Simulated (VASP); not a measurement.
Input of a VASP 6.6.1 run:

INCAR

```
SYSTEM = ZnBrF
ALGO = Normal
EDIFF = 1E-6
ENCUT = 520
GGA = PE
ISIF = 2
ISMEAR = 0
LASPH = .TRUE.
LCHARG = .FALSE.
LREAL = .FALSE.
LWAVE = .FALSE.
NBANDS = 35
NELM = 100
PREC = Accurate
SIGMA = 0.1
```

KPOINTS

```
k-points
0
G
  10 10 8
  0 0 0
```

File POSCAR:

```
ZnBrF
1.0
    4.3658201153      0.0000000000      0.0000000000
    0.0000000000      4.3658201153      0.0000000000
    0.0000000000      0.0000000000      5.7911789486
Zn Br F
2 2 2
Direct
    0.5000000000      0.0000000000      0.7963048805
    0.0000000000      0.5000000000      0.2036951195
    0.5000000000      0.5000000000      0.5000000000
    0.0000000000      0.0000000000      0.5000000000
    0.0000000000      0.0000000000      0.0000000000
    0.5000000000      0.5000000000      0.0000000000
```

Potentials or basis: VASP PAW PBE potentials, release 64 (Zn, Br, F).

Launch:

```console
$ cat potpaw_PBE.64/Zn/POTCAR potpaw_PBE.64/Br/POTCAR potpaw_PBE.64/F/POTCAR > POTCAR
$ mpirun -np 1 vasp_std > vasp.out
```

Task: Predict the pressure.

Result: 0.0 GPa.

Task: Estimate the band gap on the k mesh.

Result: Zero (bands 26 and 27 overlap by 0.77 eV).

Forces in eV/Å, atoms in the order of the input:
```
Zn   0.000  0.000  0.003
Zn   0.000  0.000 -0.003
Br   0.000  0.000  0.000
Br   0.000  0.000  0.000
F    0.000  0.000  0.000
F    0.000  0.000  0.000
```
